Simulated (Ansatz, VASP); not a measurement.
## ZnS: VASP beside Ansatz

File POSCAR:

```
ZnS
1.0
    3.8067217533      0.0000000000      0.0000000000
   -1.9033608766      3.2967177435      0.0000000000
    0.0000000000      0.0000000000      6.2457351331
Zn S
2 2
Direct
    0.3309141671      0.6644911120      0.0073350464
    0.6642475004      0.3311577786      0.5073350464
    0.3405908320      0.6731933307      0.3737710021
    0.6642475004      0.3311577786      0.8815589050
```

The input INCAR.step1:

```
SYSTEM = ZnS
PREC = Accurate
ENCUT = 520
ISMEAR = 0
SIGMA = 0.05
LREAL = .FALSE.
LASPH = .TRUE.
NELM = 100
NBANDS = 26
GGA = PE
ALGO = Normal
EDIFF = 1E-4
LWAVE = .TRUE.
LCHARG = .FALSE.
```

Contents of INCAR.step2:

```
SYSTEM = ZnS
PREC = Accurate
ENCUT = 520
EDIFF = 1E-6
ISMEAR = 0
SIGMA = 0.05
LREAL = .FALSE.
LASPH = .TRUE.
NELM = 100
ALGO = Normal
ISIF = 2
LWAVE = .FALSE.
LCHARG = .FALSE.
METAGGA = R2SCAN
LMIXTAU = .TRUE.
NBANDS = 26
ISTART = 1
```

The input KPOINTS:

```
Automatic mesh
0
G
  6 6 4
  0 0 0
```

Input for Ansatz:

```yaml
crystal:
  lattice:
    - [3.8067217533, 0.0, 0.0]
    - [-1.9033608766, 3.2967177435, 0.0]
    - [0.0, 0.0, 6.2457351331]
  atoms:
    - { symbol: Zn, position: [0.3309141671, 0.664491112, 0.0073350464] }
    - { symbol: Zn, position: [0.6642475004, 0.3311577786, 0.5073350464] }
    - { symbol: S, position: [0.340590832, 0.6731933307, 0.3737710021] }
    - { symbol: S, position: [0.6642475004, 0.3311577786, 0.881558905] }
basis:
  ecutwfc: 500
kpoints:
  mp_grid: { grid: [6, 6, 4] }
hamiltonian:
  xc: r2scan
scf:
  occupations: { method: gaussian, width: 0.05 }
output:
  forces: true
  stress: true
  eigenvalues: true
```

Change from the starting cell: atom 3 moved 0.06 Å.

Alike in both runs: task single point; functional r2SCAN; k mesh 6 × 6 × 4; occupations gaussian, width 0.05 eV; no spin polarisation.

|  | VASP | Ansatz |
| --- | --- | --- |
| version | VASP 6.6.1 | Ansatz 0.2.0 |
| potentials or method | VASP PAW PBE potentials, release 64 (Zn, S), cutoff 520 eV | scalar-relativistic, plane waves, PAW |
| valence electrons in the cell | 36 | 36 |

VASP gave:

* gap on the k mesh at the Fermi level (eV): 2.76
* least direct gap on the mesh (eV): 2.76
* pressure (GPa): 0.1
* traceless stress, the component that is largest in VASP (GPa): 0.72
* rms of the force components (eV/Å): 0.184

What did Ansatz give for the same quantities?

gap on the k mesh at the Fermi level (eV): 2.75; least direct gap on the mesh (eV): 2.75; pressure (GPa): 0.0; traceless stress, the component that is largest in VASP (GPa): 0.69; rms of the force components (eV/Å): 0.184.

VASP's potentials were made for PBE, not for r2SCAN. Atom by atom the forces differ by 0.004 eV/Å (rms over components). With one functional, cell and mesh, what is left measures potentials, basis and numerics.
